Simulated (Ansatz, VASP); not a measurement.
Two plane-wave programs on Ga2Te4Pb

File INCAR:

```
ALGO = Normal
EDIFF = 1E-6
ENCUT = 520
ISIF = 2
ISMEAR = -1
LASPH = True
LCHARG = False
LREAL = False
LWAVE = False
NBANDS = 41
NELM = 60
PREC = Accurate
SIGMA = 0.0103
```

The input KPOINTS:

```
k-points
0
Gamma
  4 4 4
```

File POSCAR:

```
Ga2Te4Pb
1.0
    0.0000000000      6.1731900000      0.0000000000
    6.1731900000      0.0000000000      0.0000000000
    3.0865950000      3.0865950000     -5.9827160000
Pb Ga Te
1 2 4
Direct
    0.0000000000      0.0000000000      0.0000000000
    0.7500000000      0.2500000000      0.5000000000
    0.5000000000      0.5000000000      0.0000000000
    0.3950000000      0.4050000000      0.7300000000
    0.5950000000      0.1250000000      0.2700000000
    0.8750000000      0.8650000000      0.7300000000
    0.1350000000      0.6050000000      0.2700000000
```

Input for Ansatz:

```yaml
crystal:
  lattice:
    - [0.0, 6.17319, 0.0]
    - [6.17319, 0.0, 0.0]
    - [3.086595, 3.086595, -5.982716]
  atoms:
    - { symbol: Pb, position: [0.0, 0.0, 0.0] }
    - { symbol: Ga, position: [0.75, 0.25, 0.5] }
    - { symbol: Ga, position: [0.5, 0.5, 0.0] }
    - { symbol: Te, position: [0.395, 0.405, 0.73] }
    - { symbol: Te, position: [0.595, 0.125, 0.27] }
    - { symbol: Te, position: [0.875, 0.865, 0.73] }
    - { symbol: Te, position: [0.135, 0.605, 0.27] }
  symmetry: { tolerance: 0.0003 }
kpoints:
  mp_grid: { grid: [4, 4, 4], shift: [0, 0, 0] }
magnetization:
  spin_polarized: false
scf:
  occupations: { method: fermi_dirac, width: 0.0103 }
hamiltonian:
  pseudopotentials: { kind: paw }
  xc: lda
basis:
  ecutwfc: 420
output:
  forces: true
  stress: true
  eigenvalues: true
  write_density: true
  write_potential: true
  elf: true
  volumetric_format: npy
```

Alike in both runs: task single point; functional LDA; k mesh 4 × 4 × 4; occupations fermi-dirac, width 0.0103 eV; no spin polarisation.

|  | VASP | Ansatz |
| --- | --- | --- |
| version | VASP 6.6.1 | Ansatz 0.2.0 |
| potentials or method | VASP PAW LDA potentials, release 64 (Pb_d, Ga_d, Te), cutoff 520 eV | PAW plane waves |
| valence electrons in the cell | 64 | 104 |

VASP gave:

- gap on the k mesh at the Fermi level (eV): none
- pressure (GPa): 3.8
- traceless stress, the component that is largest in VASP (GPa): -0.74
- rms of the force components (eV/Å): 0.694

Question: Which values does Ansatz return?

Answer: gap on the k mesh at the Fermi level (eV): none; pressure (GPa): 3.7; traceless stress, the component that is largest in VASP (GPa): -0.73; rms of the force components (eV/Å): 0.691.

LDA's correlation is that of Perdew and Zunger in VASP and of Perdew and Wang (1992) in Ansatz. Atom by atom the forces differ by 0.008 eV/Å (rms over components). A gap of «none» marks a metal or a gap that the smearing closes. VASP's potentials hold 64 valence electrons a cell and Ansatz's 104, so a difference there can come from the potentials and not from the codes.

Neither program's run includes spin-orbit coupling.
